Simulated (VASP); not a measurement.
Input of a VASP 6.6.1 run:

File INCAR:

```
SYSTEM = Ta
PREC     = Accurate       ! precision mode
ENCUT    = 520            ! plane-wave cutoff, eV
EDIFF    = 1E-7           ! SCF threshold, eV
ISMEAR   = 0              ! smearing method
SIGMA    = 0.15           ! smearing width, eV
LREAL    = .False.        ! projectors in reciprocal space
LASPH    = .True.         ! aspherical terms in the spheres
NELM     = 100            ! most SCF steps
ALGO     = Fast           ! electronic algorithm
ISIF     = 2              ! what is computed and relaxed
LWAVE    = .False.        ! write WAVECAR
LCHARG   = .False.        ! write CHGCAR
GGA      = PE             ! functional
NBANDS   = 12             ! bands
```

KPOINTS

```
regular mesh
0
Gamma
  20 20 20
  0 0 0
```

File POSCAR:

```
Ta
1.0
   -1.5191776000      1.5191776000      1.7833824000
    1.5191776000     -1.5191776000      1.7833824000
    1.5191776000      1.5191776000     -1.7833824000
Ta
1
Direct
    0.0000000000      0.0000000000      0.0000000000
```

Potentials or basis: VASP PAW PBE potentials, release 64 (Ta_pv).

Launch:

```sh
$ cat potpaw_PBE.64/Ta_pv/POTCAR > POTCAR
$ mpirun -np 1 vasp_std > vasp.out
```

Question: Predict the pressure.

Answer: 27.7 GPa.

Question: What does it give for the band gap on the k mesh?

Answer: Zero (an odd number of electrons rules out a gap without spin polarisation).

Stress tensor (GPa, compression positive):
```
34.24  0.00  0.00
 0.00 34.24  0.00
 0.00  0.00 14.56
```

Caveat: the cell differs from its parent crystal (strain -0.080 along x and y, +0.080 along z); the cell stands under pressure; spin-orbit coupling is left out, which moves the levels of the heavy elements.
